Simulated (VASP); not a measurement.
Write the native input for VASP 6.6.1 that does the following.

| Property | Result |
| --- | --- |
| Task | single point |
| Functional | r2SCAN |
| Potentials or basis | VASP PAW PBE potentials, release 64 (Zn, O) |
| Cutoff | 520 eV |
| k mesh | 12 × 12 × 12 |
| Occupations | gaussian, width 0.1 eV |
| Spin | no spin polarisation |
| Dipole correction | no |
| Further INCAR settings | ALGO = Normal; EDIFF = 1e-06; NBANDS = 16 |

Crystal: ZnO.

```
Zn O
1.0
     1.50783    0.87055    2.46205
    -1.50783    0.87055    2.46205
     0.00000   -1.74109    2.46205
Zn O
1 1
Direct
  0.00000 0.00000 0.00000
  0.50000 0.50000 0.50000
```

The input as run:

POSCAR

```
ZnO
1.0
    1.5078307840      0.8705465090      2.4620500255
   -1.5078307840      0.8705465090      2.4620500255
    0.0000000000     -1.7410930181      2.4620500255
Zn O
1 1
Direct
    0.0000000000      0.0000000000      0.0000000000
    0.5000000000      0.5000000000      0.5000000000
```

INCAR.step1

```
ALGO = Normal
EDIFF = 1E-4
ENCUT = 520
GGA = PE
ISMEAR = 0
LASPH = True
LCHARG = False
LREAL = False
LWAVE = True
NBANDS = 16
NELM = 60
PREC = Accurate
SIGMA = 0.1
```

INCAR.step2

```
ALGO = Normal
EDIFF = 1E-6
ENCUT = 520
ISIF = 2
ISMEAR = 0
ISTART = 1
LASPH = True
LCHARG = False
LMIXTAU = True
LREAL = False
LWAVE = False
METAGGA = R2SCAN
NBANDS = 16
NELM = 60
PREC = Accurate
SIGMA = 0.1
```

KPOINTS

```
k-points
0
Gamma
  12 12 12
```

Potentials or basis: VASP PAW PBE potentials, release 64 (Zn, O).

The run is started by

```bash
$ cat potpaw_PBE.64/Zn/POTCAR potpaw_PBE.64/O/POTCAR > POTCAR
$ cp INCAR.step1 INCAR
$ mpirun -np 1 vasp_std > vasp.out
$ cp INCAR.step2 INCAR
$ mpirun -np 1 vasp_std > vasp.out
```

It gave:

* Pressure: 1.9 GPa
* Band gap on the k mesh: 1.56 eV, indirect (least direct gap 3.00 eV)

Caveat: the PAW data sets were made with another functional, which shifts forces and pressure a little.

It took 66 s on 1 thread of Intel(R) Xeon(R) 6975P-C (Granite Rapids), on a shared host, peak memory 0.18 GiB.
